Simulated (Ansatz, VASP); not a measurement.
TeS2 in VASP and in Ansatz

Contents of INCAR:

```
ALGO     = Normal         # electronic algorithm
EDIFF    = 1E-7           # SCF threshold, eV
EDIFFG   = -0.04          # ionic threshold
ENCUT    = 600            # plane-wave cutoff, eV
GGA      = PE             # functional
IBRION   = 2              # ionic algorithm
ISIF     = 3              # what is computed and relaxed
ISMEAR   = 0              # smearing method
LASPH    = T              # aspherical terms in the spheres
LCHARG   = F              # write CHGCAR
LREAL    = F              # projectors in reciprocal space
LWAVE    = F              # write WAVECAR
NELM     = 80             # most SCF steps
NSW      = 90             # ionic steps
PREC     = Accurate       # precision mode
SIGMA    = 0.1            # smearing width, eV
```

Contents of KPOINTS:

```
k-points
0
Gamma
  4 4 4
```

POSCAR

```
TeS2
1.0
    5.5332194494      0.0000000000      0.0000000000
    0.0000000000      5.5332194494      0.0000000000
    0.0000000000      0.0000000000      5.5332194494
Te S
2 4
Direct
    0.0000000000      0.0000000000      0.0000000000
    0.5000000000      0.5000000000      0.5000000000
    0.2500000000      0.2500000000      0.2500000000
    0.2500000000      0.7500000000      0.7500000000
    0.7500000000      0.7500000000      0.2500000000
    0.7500000000      0.2500000000      0.7500000000
```

Input for Ansatz:

```yaml
crystal:
  lattice:
    - [5.5332194494, 0.0, 0.0]
    - [0.0, 5.5332194494, 0.0]
    - [0.0, 0.0, 5.5332194494]
  atoms:
    - { symbol: Te, position: [0.0, 0.0, 0.0] }
    - { symbol: Te, position: [0.5, 0.5, 0.5] }
    - { symbol: S, position: [0.25, 0.25, 0.25] }
    - { symbol: S, position: [0.25, 0.75, 0.75] }
    - { symbol: S, position: [0.75, 0.75, 0.25] }
    - { symbol: S, position: [0.75, 0.25, 0.75] }
basis:
  ecutwfc: 420
kpoints:
  mp_grid: { grid: [4, 4, 4] }
hamiltonian:
  xc: pbe
scf:
  occupations: { method: gaussian, width: 0.1 }
  lower_state_search: "off"
output:
  forces: true
  stress: true
  eigenvalues: true
relax:
  adjacent_minimum: "off"
  f_tol: 0.04
  max_steps: 70
  cell: { stress_tol: 0.4 }
```

Alike in both runs: task relaxation of cell and atoms; functional PBE; k mesh 4 × 4 × 4; occupations gaussian, width 0.1 eV; no spin polarisation.

|  | VASP | Ansatz |
| --- | --- | --- |
| version | VASP 6.6.1 | Ansatz 0.2.0 |
| potentials or method | VASP PAW PBE potentials, release 64 (Te, S), cutoff 600 eV | scalar-relativistic, plane waves, PAW |
| valence electrons in the cell | 36 | 56 |

Ansatz gave:

- gap on the k mesh at the Fermi level, each at its own relaxed structure (eV): none
- relaxed volume (Å³/atom): 32.39
- relaxed cell length with the largest relative difference (Å): 5.792

**Question.** Estimate VASP's values.

**Answer.** gap on the k mesh at the Fermi level, each at its own relaxed structure (eV): none; relaxed volume (Å³/atom): 32.00; relaxed cell length with the largest relative difference (Å): 5.769.

A gap of «none» marks a metal or a gap that the smearing closes. VASP's potentials hold 36 valence electrons a cell and Ansatz's 56, so a difference there can come from the potentials and not from the codes.

Neither program's run includes spin-orbit coupling.
